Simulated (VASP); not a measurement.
Write the native input for VASP 6.6.1 that does the following.

* Task: single point
* Functional: LDA
* Potentials or basis: VASP PAW LDA potentials, release 64 (Hf_pv, O)
* Cutoff: 520 eV
* k mesh: 8 × 8 × 8
* Occupations: gaussian, width 0.01 eV
* Spin: no spin polarisation
* Dipole correction: no
* Further INCAR settings: ALGO = Normal; EDIFF = 1e-06; NBANDS = 18

The structure of HfO2 lies in POSCAR:

```
HfO2
1.0
    0.0000000000      2.3914379143      2.3914379143
    2.3914379143      0.0000000000      2.3914379143
    2.3914379143      2.3914379143      0.0000000000
Hf O
1 2
Direct
    0.0000000000      0.0000000000      0.0000000000
    0.2500000000      0.2500000000      0.2500000000
    0.7500000000      0.7500000000      0.7500000000
```

These files were run (other wordings do the same):

INCAR

```
PREC     = Accurate       # precision mode
ENCUT    = 520            # plane-wave cutoff, eV
EDIFF    = 1E-6           # SCF threshold, eV
ISMEAR   = 0              # smearing method
SIGMA    = 0.01           # smearing width, eV
LREAL    = False          # projectors in reciprocal space
LASPH    = True           # aspherical terms in the spheres
NELM     = 100            # most SCF steps
ALGO     = Normal         # electronic algorithm
ISIF     = 2              # what is computed and relaxed
LWAVE    = False          # write WAVECAR
LCHARG   = True           # write CHGCAR
GGA      = CA             # functional
LELF     = True           # ELF
LVHAR    = True         
NBANDS   = 18             # bands
```

KPOINTS

```
regular mesh
0
Gamma
  8 8 8
```

Potentials or basis: VASP PAW LDA potentials, release 64 (Hf_pv, O).

The run is started by

```bash
$ cat potpaw_LDA.64/Hf_pv/POTCAR potpaw_LDA.64/O/POTCAR > POTCAR
$ mpirun -np 1 vasp_std > vasp.out
```

It gave:

* Pressure: 46.0 GPa
* Band gap on the k mesh: 4.04 eV (least direct gap 4.05 eV)

Caveat: the cell stands under pressure; spin-orbit coupling is left out, which moves the levels of the heavy elements.

It took 15 s on 1 thread of Intel Xeon 8259CL, with other jobs on the host, peak memory 0.15 GiB.
